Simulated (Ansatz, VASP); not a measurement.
## Ta3W2 in VASP and in Ansatz

```
Ta W
1.0
    -1.61777    1.61777    8.26690
     1.61777   -1.61777    8.26690
     1.61777    1.61777   -8.26690
Ta W
3 2
Direct
  0.89629 0.89629 0.00000
  0.50000 0.50000 0.00000
  0.10371 0.10371 0.00000
  0.70300 0.70300 0.00000
  0.29700 0.29700 0.00000
```

Alike in both runs: functional PBE; k mesh 8 × 8 × 8; occupations gaussian, width 0.1 eV; no spin polarisation.

Ansatz relaxed the structure, and its values are those at the end. VASP's run is a single point on that final structure, the one shown.

|  | VASP | Ansatz |
| --- | --- | --- |
| version | VASP 6.6.1 | Ansatz 0.2.0 |
| potentials or method | VASP PAW PBE potentials, release 64 (Ta_pv, W_sv), cutoff 520 eV | scalar-relativistic, plane waves, PAW |
| valence electrons in the cell | 61 | 67 |

VASP gave:

* gap on the k mesh at the Fermi level (eV): none
* pressure (GPa): 0.0
* rms of the force components (eV/Å): 0.005

Q: Estimate Ansatz's values.

A: gap on the k mesh at the Fermi level (eV): none; pressure (GPa): -0.2; rms of the force components (eV/Å): 0.011.

A gap of «none» marks a metal or a gap that the smearing closes. VASP's potentials hold 61 valence electrons a cell and Ansatz's 67, so a difference there can come from the potentials and not from the codes.

Spin-orbit coupling is off throughout.
